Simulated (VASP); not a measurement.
P:

```
P
1.0
     1.77396   -4.09877    0.00000
     1.77396    4.09877    0.00000
     0.00000    0.00000    3.14318
P
3
Direct
  0.67805 0.32195 0.50000
  0.32195 0.67805 0.50000
  0.50000 0.50000 0.00000
```

The cell was built from a structure type or drawn by symmetry, and may not be a known phase.

- Program: VASP 6.6.1
- Task: relaxation of cell and atoms
- Functional: PBE
- Potentials or basis: VASP PAW PBE potentials, release 64 (P)
- Cutoff: 600 eV
- k mesh: 6 × 6 × 6
- Occupations: gaussian, width 0.1 eV
- Spin: no spin polarisation

At the start: pressure 23.0 GPa; volume 15.24 Å³/atom.

Question: How do energy, volume and symmetry change on relaxing?

Answer: Over 25 steps the energy falls by 282.0 meV/atom and the volume is 18.48 Å³/atom (+21.3 %); space group Cmmm (No. 65, to 0.1 Å) before and after.

Step by step:
| step | energy change (eV) | largest force (eV/Å) | pressure (GPa) | volume (Å³) |
| --- | --- | --- | --- | --- |
| 1 | 0.0000 | 0.8501 | 22.99 | 45.71 |
| 2 | -0.4983 | 0.7266 | -5.69 | 61.66 |
| 3 | -0.6367 | 0.5254 | 0.53 | 55.20 |
| 4 | -0.6366 | 0.5363 | 0.28 | 55.41 |
| 5 | -0.6513 | 0.1363 | -0.50 | 55.98 |
| 6 | -0.6515 | 0.0805 | -0.61 | 56.07 |
| 7 | -0.6612 | 0.0651 | -0.07 | 55.69 |
| 8 | -0.6793 | 0.0920 | 0.78 | 54.84 |
| 9 | -0.7104 | 0.4494 | 2.79 | 53.11 |
| 10 | -0.7120 | 0.4643 | 2.82 | 53.08 |
| 11 | -0.7169 | 0.5000 | 2.90 | 52.98 |
| 12 | -0.7291 | 0.6270 | 2.83 | 52.79 |
| 13 | -0.7325 | 0.9774 | 2.72 | 52.37 |
| 14 | -0.7362 | 0.7952 | 2.77 | 52.57 |
| 15 | -0.7461 | 0.7854 | 2.54 | 52.70 |
| 16 | -0.7698 | 0.7613 | 1.87 | 53.10 |
| 17 | -0.8018 | 0.7872 | 0.82 | 53.88 |
| 18 | -0.7993 | 0.4400 | -0.91 | 55.38 |
| 19 | -0.8145 | 0.6769 | 0.12 | 54.54 |
| 20 | -0.8305 | 0.4101 | 0.30 | 54.63 |
| 21 | -0.8413 | 0.0926 | 0.69 | 54.80 |
| 22 | -0.8437 | 0.0657 | 0.36 | 55.04 |
| 23 | -0.8456 | 0.0028 | -0.35 | 55.59 |
| 24 | -0.8456 | 0.0096 | -0.28 | 55.53 |
| 25 | -0.8460 | 0.0225 | -0.12 | 55.44 |

Final structure:
```
P
1.0
     1.62241   -4.60205    0.00000
     1.62241    4.60205    0.00000
     0.00000    0.00000    3.71277
P
3
Direct
  0.67073 0.32927 0.50000
  0.32927 0.67073 0.50000
  0.50000 0.50000 0.00000
```

Caveat: the volume moved by over 15 % at a fixed basis, so the end points are rough.
